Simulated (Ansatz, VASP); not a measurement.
# One calculation of YB3, two programs

The input INCAR:

```
  PREC = Accurate
  ENCUT = 520
  EDIFF = 1E-6
  ISMEAR = 0
  SIGMA = 0.1
  LREAL = False
  LASPH = True
  NELM = 80
  ALGO = Normal
  ISIF = 2
  LWAVE = False
  LCHARG = True
  GGA = PE
  LELF = True
  LVHAR = True
  NBANDS = 18
```

KPOINTS

```
regular mesh
0
Gamma
  6 6 6
```

The input POSCAR:

```
YB3
1.0
    3.4355864600      0.0000000000      0.0000000000
    0.0000000000      3.4355864600      0.0000000000
    0.0000000000      0.0000000000      3.4355864600
Y B
1 3
Direct
    0.0000000000      0.0000000000      0.0000000000
    0.0000000000      0.5000000000      0.5000000000
    0.5000000000      0.0000000000      0.5000000000
    0.5000000000      0.5000000000      0.0000000000
```

Input for Ansatz:

```yaml
crystal:
  lattice:
    - [3.43558646, 0.0, 0.0]
    - [0.0, 3.43558646, 0.0]
    - [0.0, 0.0, 3.43558646]
  atoms:
    - { symbol: "Y", position: [0.0, 0.0, 0.0] }
    - { symbol: B, position: [0.0, 0.5, 0.5] }
    - { symbol: B, position: [0.5, 0.0, 0.5] }
    - { symbol: B, position: [0.5, 0.5, 0.0] }
basis:
  ecutwfc: 420
kpoints:
  mp_grid: { grid: [6, 6, 6] }
hamiltonian:
  xc: pbe
scf:
  occupations: { method: gaussian, width: 0.1 }
  lower_state_search: "off"
output:
  forces: true
  stress: true
  eigenvalues: true
```

Change from the starting cell: species swapped into the LaTl3 type (Pm-3m, No. 221).

Alike in both runs: task single point; functional PBE; k mesh 6 × 6 × 6; occupations gaussian, width 0.1 eV; no spin polarisation.

|  | VASP | Ansatz |
| --- | --- | --- |
| version | VASP 6.6.1 | Ansatz 0.2.0 |
| potentials or method | VASP PAW PBE potentials, release 64 (Y_sv, B), cutoff 520 eV | scalar-relativistic, plane waves, PAW |
| valence electrons in the cell | 20 | 20 |

Ansatz gave:

| Quantity | Value |
| --- | --- |
| gap on the k mesh at the Fermi level (eV) | none |
| pressure (GPa) | 22.2 |

Q: What did VASP give for the same quantities?

A: gap on the k mesh at the Fermi level (eV): none; pressure (GPa): 21.7.

A gap of «none» marks a metal or a gap that the smearing closes.
